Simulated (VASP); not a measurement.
Set up this calculation in VASP 6.6.1, as the native input.

- Task: single point
- Functional: r2SCAN
- Potentials or basis: VASP PAW PBE potentials, release 64 (Mg, S)
- Cutoff: 660 eV
- k mesh: 6 × 6 × 6
- Occupations: gaussian, width 0.01 eV
- Spin: no spin polarisation
- Dipole correction: no
- Further INCAR settings: ALGO = Normal; EDIFF = 1e-06; NBANDS = 11

The system is MgS.

```xyz
2
Lattice="0.0000 2.8309 2.8309 2.8309 0.0000 2.8309 2.8309 2.8309 0.0000" Properties=species:S:1:pos:R:3 pbc="T T T"
Mg    0.0000    0.0000    0.0000
S     1.4154    1.4154    1.4154
```

The input as run:

POSCAR

```
MgS
1.0
    0.0000000000      2.8308768389      2.8308768389
    2.8308768389      0.0000000000      2.8308768389
    2.8308768389      2.8308768389      0.0000000000
Mg S
1 1
Direct
    0.0000000000      0.0000000000      0.0000000000
    0.2500000000      0.2500000000      0.2500000000
```

INCAR.step1

```
SYSTEM = MgS
PREC = Accurate
ENCUT = 660
ISMEAR = 0
SIGMA = 0.01
LREAL = .False.
LASPH = .True.
NELM = 120
NBANDS = 11
GGA = PE
ALGO = Normal
EDIFF = 1E-5
LWAVE = .True.
LCHARG = .False.
GGA_COMPAT = .False.
```

INCAR.step2

```
SYSTEM = MgS
PREC = Accurate
ENCUT = 660
EDIFF = 1E-6
ISMEAR = 0
SIGMA = 0.01
LREAL = .False.
LASPH = .True.
NELM = 120
ALGO = Normal
ISIF = 2
LWAVE = .False.
LCHARG = .False.
METAGGA = R2SCAN
LMIXTAU = .True.
NBANDS = 11
ISTART = 1
GGA_COMPAT = .False.
```

KPOINTS

```
Automatic mesh
0
Gamma
  6 6 6
  0 0 0
```

Potentials or basis: VASP PAW PBE potentials, release 64 (Mg, S).

Launch:

```sh
$ cat potpaw_PBE.64/Mg/POTCAR potpaw_PBE.64/S/POTCAR > POTCAR
$ cp INCAR.step1 INCAR
$ mpirun -np 1 vasp_std > vasp.out
$ cp INCAR.step2 INCAR
$ mpirun -np 1 vasp_std > vasp.out
```

It gave:

The pressure is -0.2 GPa and the band gap on the k mesh is 4.13 eV, direct.

Caveat: the PAW data sets were made with another functional, which shifts forces and pressure a little.

It took 54 s on 1 thread of Intel(R) Xeon(R) Platinum 8259CL CPU @ 2.50GHz (Skylake/Cascade Lake), with other jobs on the host, peak memory 0.21 GiB.
